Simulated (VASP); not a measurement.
# Cd (P6_3/mmc) in VASP: a series of runs

Runs on Cd. Level: PBE. Tasks: electric field gradients.

All numbers are computed with VASP 6.6.1; they aren't measurements. Logs are shortened: lines on timing, memory, paths and dates and some standing lists are left out, and cuts for length are marked.

**1. The cell of the first run**

The structure is hexagonal, space group P6_3/mmc (No. 194). The conventional cell has a = 2.964 Å, b = 2.964 Å, c = 5.674 Å, α = 90.00°, β = 90.00°, γ = 120.00°. Cd (site symmetry -6m2) has 12 Cd at 2.96 to 3.31 Å within 3.9 Å.

**2. Electric field gradients, PBE (z stretched by +1 % at fixed volume)**

INCAR

```
PREC = Accurate
ENCUT = 520
EDIFF = 1E-8
ISMEAR = -1
SIGMA = 0.05
LREAL = False
LASPH = True
NELM = 60
ALGO = Normal
ISIF = 2
LWAVE = False
LCHARG = False
GGA = PE
LEFG = True
NBANDS = 19
```

KPOINTS

```
regular mesh
0
Gamma
  16 16 7
```

POSCAR

```
Cd
1.0
    2.9640889304      0.0000000000      0.0000000000
   -1.4820444652      2.5669763128      0.0000000000
    0.0000000000      0.0000000000      5.6738265000
Cd
2
Direct
    0.3333333333      0.6666666667      0.2500000000
    0.6666666667      0.3333333333      0.7500000000
```

Potentials or basis: VASP PAW PBE potentials, release 64 (Cd).

Command:

```sh
$ cat potpaw_PBE.64/Cd/POTCAR > POTCAR
$ mpirun -np 1 vasp_std > vasp.out
```

OUTCAR:

```text
PREC = Accurate
   ENCUT = 520
   EDIFF = 1E-8
   ISMEAR = -1
   LREAL = False
   LASPH = True
   NELM = 60
   ISIF = 2
   GGA = PE

 ion  position               nearest neighbor table
   1  0.333  0.667  0.250-   2 3.31   2 3.31   2 3.31   2 3.31   2 3.31   2 3.31
   2  0.667  0.333  0.750-   1 3.31   1 3.31   1 3.31   1 3.31   1 3.31   1 3.31

  LATTYP: Found a hexagonal cell.
 ALAT       =     2.9640889304
 C/A-ratio  =     1.9141890251

  Lattice vectors:

 A1 = (   2.9640889304,   0.0000000000,   0.0000000000)
 A2 = (  -1.4820444652,   2.5669763128,   0.0000000000)
 A3 = (   0.0000000000,   0.0000000000,   5.6738265000)

Analysis of symmetry for initial positions (statically):
=====================================================================
 Subroutine PRICEL returns:
 Original cell was already a primitive cell.

 Routine SETGRP: Setting up the symmetry group for a
 hexagonal supercell.

 Subroutine GETGRP returns: Found 24 space group operations
 (whereof 12 operations were pure point group operations)
 out of a pool of 24 trial point group operations.

The static configuration has the point symmetry D_3d.
 The point group associated with its full space group is D_6h.

Analysis of symmetry for dynamics (positions and initial velocities):
=====================================================================
 Subroutine PRICEL returns:
 Original cell was already a primitive cell.

 Routine SETGRP: Setting up the symmetry group for a
 hexagonal supercell.

 Subroutine GETGRP returns: Found 24 space group operations
 (whereof 12 operations were pure point group operations)
 out of a pool of 24 trial point group operations.

The dynamic configuration has the point symmetry D_3d.
 The point group associated with its full space group is D_6h.

 Subroutine INISYM returns: Found 24 space group operations
 (whereof 12 operations are pure point group operations),
 and found     1 'primitive' translations

----------------------------------------------------------------------------------------

                                     Primitive cell

  volume of cell :      43.1707

  direct lattice vectors                    reciprocal lattice vectors
     2.964088930  0.000000000  0.000000000     0.337371794  0.194781696  0.000000000
    -1.482044465  2.566976313  0.000000000     0.000000000  0.389563392  0.000000000
     0.000000000  0.000000000  5.673826500     0.000000000  0.000000000  0.176247899

  length of vectors
     2.964088930  2.964088930  5.673826500     0.389563392  0.389563392  0.176247899

  position of ions in fractional coordinates (direct lattice)
     0.333333333  0.666666667  0.250000000
     0.666666667  0.333333333  0.750000000

  ion indices of the primitive-cell ions
   primitive index   ion index
                 1           1
                 2           2

----------------------------------------------------------------------------------------

 KPOINTS: regular mesh

Automatic generation of k-mesh.
 Grid dimensions read from file:
 generate k-points for:   16   16    7

 Generating k-lattice:

  Cartesian coordinates                     Fractional coordinates (reciprocal lattice)
     0.021085737  0.012173856  0.000000000     0.062500000 -0.000000000  0.000000000
     0.000000000  0.024347712  0.000000000     0.000000000  0.062500000  0.000000000
     0.000000000  0.000000000  0.025178271     0.000000000  0.000000000  0.142857143

  Length of vectors
     0.024347712  0.024347712  0.025178271

  Shift w.r.t. Gamma in fractional coordinates (k-lattice)
     0.000000000  0.000000000  0.000000000

 Subroutine IBZKPT returns following result:
 ===========================================

 Found    120 irreducible k-points:

 Following reciprocal coordinates:
            Coordinates               Weight
  0.000000  0.000000  0.000000      1.000000
  0.062500  0.000000  0.000000      6.000000
  0.125000  0.000000  0.000000      6.000000
  0.187500  0.000000  0.000000      6.000000
  0.250000  0.000000  0.000000      6.000000
  0.312500  0.000000  0.000000      6.000000
[... 16 lines left out ...]
  0.187500  0.187500  0.000000      6.000000
  0.250000  0.187500  0.000000     12.000000
 [... further k-points ...]
   k-points           NKPTS =    120   k-points in BZ     NKDIM =    120   number of bands    NBANDS=     19
   number of dos      NEDOS =    301   number of ions     NIONS =      2
   total plane-waves  NPLWV =  24192
   dimension x,y,z NGX =    24 NGY =   24 NGZ =   42
   dimension x,y,z NGXF=    48 NGYF=   48 NGZF=   84
   ions per type =               2
   NGX,Y,Z   is equivalent  to a cutoff of  13.46, 13.46, 12.31 a.u.
   NGXF,Y,Z  is equivalent  to a cutoff of  26.92, 26.92, 24.61 a.u.
 SYSTEM =  unknown system
   PREC   = accura    normal or accurate (medium, high low for compatibility)
   ISTART =      0    job   : 0-new  1-cont  2-samecut
   ICHARG =      2    charge: 1-file 2-atom 10-const
   ISPIN  =      1    spin polarized calculation?
   LNONCOLLINEAR =      F non collinear calculations
   LSORBIT =      F    spin-orbit coupling
   LASPH  =      T    aspherical Exc in radial PAW
   ENCUT  =  520.0 eV  38.22 Ry    6.18 a.u.   5.51  5.51 10.55*2*pi/ulx,y,z
   NELM   =     60;   NELMIN=  2; NELMDL= -5     # of ELM steps
   EDIFF  = 0.1E-07   stopping-criterion for ELM
   LREAL  =      F    real-space projection
   EDIFFG = 0.1E-06   stopping-criterion for IOM
   NSW    =      0    number of steps for IOM
   IBRION =     -1    ionic relax: 0-MD 1-quasi-New 2-CG
   NFREE  =      0    steps in history (QN), initial steepest desc. (CG)
   ISIF   =      2    stress and relaxation
   ISYM   =      2    0-nonsym 1-usesym 2-fastsym
   POTIM  = 0.5000    time-step for ionic-motion
   TEBEG  =    0.0;   TEEND  =   0.0 temperature during run
   PSTRESS=    0.0 pullay stress
   NELECT =      24.0000    total number of electrons
   NUPDOWN=      -1.0000    fix difference up-down
   EMIN   =  10.00;   EMAX   =-10.00  energy-range for DOS
   EFERMI =   0.00;   METHOD = LEGACY
   ISMEAR =    -1;   SIGMA  =   0.05  broadening in eV -4-tet -1-fermi 0-gaus
   EFERMI_NEDOS =   21; number of points for ismear=-14 and -15
   IALGO  =     38    algorithm
   IMIX   =      4    mixing-type and parameters
     AMIX     =   0.40;   BMIX     =  1.00
     AMIX_MAG =   1.60;   BMIX_MAG =  1.00
  volume/ion in A,a.u.               =      21.59       145.67
  Fermi-wavevector in a.u.,A,eV,Ry     =   1.346115  2.543789 24.654109  1.812026
  Thomas-Fermi vector in A             =   2.473973
   LORBIT       =      0    0 simple, 1 ext, 2 COOP (PROOUT), +10 PAW based schemes
   GGA     = PE    functional components
   LHFCALC =     F    Hartree Fock is set to
   AEXX    =    0.0000 exact exchange contribution
   IVDW    =     0    specifies the selected vdW correction
   LEPSILON=     F    determine dielectric tensor
   LRPA    =     F    only Hartree local field effects (RPA)
 non-spin polarized calculation
  energy-cutoff  :      520.00
  volume of cell :       43.17
 maximum number of plane-waves:      1197
 NGX is ok and might be reduce to    24
   NGX = 11   NGY = 11   NGZ = 21

 number of electron      23.9999992 magnetization

 Free energy of the ion-electron system (eV)
  ---------------------------------------------------
  ext. energy  EPLUGINS =         0.00000000
  ---------------------------------------------------
  free energy    TOTEN  =        -1.46718514 eV

  energy without entropy =       -1.46307360  energy(sigma->0) =       -1.46512937

 E-fermi :   2.9844     XC(G=0): -11.0293

 val. band max:        2.9756169499   @ k =   0.3750   0.1250   0.0000
 cond. band min:       2.9957625651   @ k =   0.3750   0.0625   0.0000
 fundamental gap:      0.0201456152
 Fermi energy:         2.9844301804

 k-point     1 :       0.0000    0.0000    0.0000
  band No.  band energies     occupation
      1      -6.9427      2.00000
      2      -6.6975      2.00000
      3      -6.2987      2.00000
      4      -6.2987      2.00000
      5      -6.2514      2.00000
      6      -6.2514      2.00000
[... 11 lines left out ...]
     18      18.1211      0.00000
     19      18.8115      0.00000
[... 485 lines left out ...]
 k-point    24 :       0.2500    0.1875    0.0000
  band No.  band energies     occupation
      1      -6.6419      2.00000
      2      -6.5081      2.00000
      3      -6.5068      2.00000
      4      -6.2303      2.00000
      5      -6.1699      2.00000
      6      -5.9798      2.00000
[... 11 lines left out ...]
     18      12.4403      0.00000
     19      13.4297      0.00000

 [... further k-points ...]

------------------------ aborting loop because EDIFF is reached ----------------------------------------

  FORCE on cell =-STRESS in cart. coord.  units (eV):
  Direction    XX          YY          ZZ          XY          YZ          ZX
  --------------------------------------------------------------------------------------
  -------------------------------------------------------------------------------------
  Total        1.1240274      1.1240274      0.5727898     -0.0000000      0.0000000      0.0000000
  in kB       41.7155857     41.7155857     21.2577213     -0.0000000      0.0000000      0.0000000
  external PRESSURE =      34.8962976 kB  Pullay stress =       0.0000000 kB

 VOLUME and BASIS-vectors are now :
 -----------------------------------------------------------------------------
  energy-cutoff  :      520.00
  volume of cell :       43.17
      direct lattice vectors                 reciprocal lattice vectors
     2.964088930  0.000000000  0.000000000     0.337371794  0.194781696  0.000000000
    -1.482044465  2.566976313  0.000000000     0.000000000  0.389563392  0.000000000
     0.000000000  0.000000000  5.673826500     0.000000000  0.000000000  0.176247899

 POSITION                                       TOTAL-FORCE (eV/Angst)
 -----------------------------------------------------------------------------------
     -0.00000      1.71132      1.41846         0.000000      0.000000      0.000000
      1.48204      0.85566      4.25537        -0.000000     -0.000000     -0.000000
 -----------------------------------------------------------------------------------
    total drift:                               -0.000000      0.000000      0.000000

  FREE ENERGIE OF THE ION-ELECTRON SYSTEM (eV)
  ---------------------------------------------------
  free  energy   TOTEN  =        -1.4671851360 eV

  energy  without entropy=       -1.4630736030  energy(sigma->0) =       -1.46512937

 Electric field gradients (V/A^2)
---------------------------------------------------------------------
 ion       V_xx      V_yy      V_zz      V_xy      V_xz      V_yz
---------------------------------------------------------------------
   1     -44.309   -44.308    88.617     0.001     0.000    -0.000
   2     -44.309   -44.308    88.617     0.001    -0.000     0.000
---------------------------------------------------------------------

 Electric field gradients after diagonalization (V/A^2)
 (convention: |V_zz| > |V_xx| > |V_yy|)
----------------------------------------------------------------------
 ion       V_xx      V_yy      V_zz     asymmetry (V_yy - V_xx)/ V_zz
----------------------------------------------------------------------
   1     -44.310   -44.307    88.617       0.000
   2     -44.310   -44.307    88.617       0.000
----------------------------------------------------------------------

           NMR quadrupolar parameters

 Cq : quadrupolar parameter    Cq=e*Q*V_zz/h
 eta: asymmetry parameters     (V_yy - V_xx)/ V_zz
 Q  : nuclear electric quadrupole moment in mb (millibarn)
----------------------------------------------------------------------
 ion       Cq(MHz)       eta       Q (mb)
----------------------------------------------------------------------
   1       0.214       0.000       1.000
   2       0.214       0.000       1.000
----------------------------------------------------------------------
```

Run time: 75 s. Hardware: 1 thread of Intel Xeon 8259CL, shared host; peak memory 0.22 GiB.

What came out:

- Free energy: -1.4672 eV
- Pressure: 3.5 GPa
- Band gap on the k mesh: zero (band 12 reaches 3.97 eV, above the bottom of band 13 at -0.11 eV)

Electric field gradients, principal values (V/Å²):
| atom | least | middle | greatest (by size) |
| --- | --- | --- | --- |
| 1 Cd | -44.307 | -44.310 | 88.617 |
| 2 Cd | -44.307 | -44.310 | 88.617 |

Caveat: without QUAD_EFG the Cq values of the log hold for a quadrupole moment of 1 mb, not for the nuclei.

(Part 1 of 2 ends here.)
